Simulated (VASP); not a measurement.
Set up this calculation in VASP 6.6.1, as the native input.

| Item | Value |
| --- | --- |
| Task | relaxation of cell and atoms |
| Functional | PBE |
| Potentials or basis | VASP PAW PBE potentials, release 64 (Cu, P) |
| Cutoff | 600 eV |
| k mesh | 6 × 6 × 6 |
| Occupations | gaussian, width 0.1 eV |
| Spin | no spin polarisation |
| Dipole correction | no |
| Further INCAR settings | ALGO = Normal; EDIFF = 1e-06; IBRION = 2; EDIFFG = -0.04; NSW = 90; ISIF = 3 |

The structure of CuP lies in POSCAR:

```
CuP
1.0
    0.0000000000      2.5591624785      2.5591624785
    2.5591624785      0.0000000000      2.5591624785
    2.5591624785      2.5591624785      0.0000000000
Cu P
1 1
Direct
    0.0000000000      0.0000000000      0.0000000000
    0.7500000000      0.7500000000      0.7500000000
```

One way to write it, as run:

INCAR

```
SYSTEM = CuP
ALGO     = Normal         ! electronic algorithm
EDIFF    = 1E-6           ! SCF threshold, eV
EDIFFG   = -0.04          ! ionic threshold
ENCUT    = 600            ! plane-wave cutoff, eV
GGA      = PE             ! functional
IBRION   = 2              ! ionic algorithm
ISIF     = 3              ! what is computed and relaxed
ISMEAR   = 0              ! smearing method
LASPH    = .TRUE.         ! aspherical terms in the spheres
LCHARG   = .FALSE.        ! write CHGCAR
LREAL    = .FALSE.        ! projectors in reciprocal space
LWAVE    = .FALSE.        ! write WAVECAR
NELM     = 100            ! most SCF steps
NSW      = 90             ! ionic steps
PREC     = Accurate       ! precision mode
SIGMA    = 0.1            ! smearing width, eV
```

KPOINTS

```
k-points
0
G
  6 6 6
  0 0 0
```

Potentials or basis: VASP PAW PBE potentials, release 64 (Cu, P).

The run is started by

```bash
$ cat potpaw_PBE.64/Cu/POTCAR potpaw_PBE.64/P/POTCAR > POTCAR
$ mpirun -np 1 vasp_std > vasp.out
```

It gave:

```json
{"Relaxed volume": "17.64 Å³/atom", "Relaxed cell": "a = 3.682 Å, b = 3.682 Å, c = 3.682 Å, α = 60.00°, β = 60.00°, γ = 60.00°", "Space group after relaxing (to 0.05 Å)": "F-43m (No. 216)", "Energy gained by relaxing": "14.9 meV/atom", "Ionic steps": "3", "Pressure after relaxing": "0.3 GPa", "Band gap on the k mesh": "zero (band 8 reaches 7.29 eV, above the bottom of band 9 at 3.60 eV)"}
```

It took 14 s on 1 thread of Intel(R) Xeon(R) 6975P-C (Granite Rapids), with other jobs on the host, peak memory 0.17 GiB.
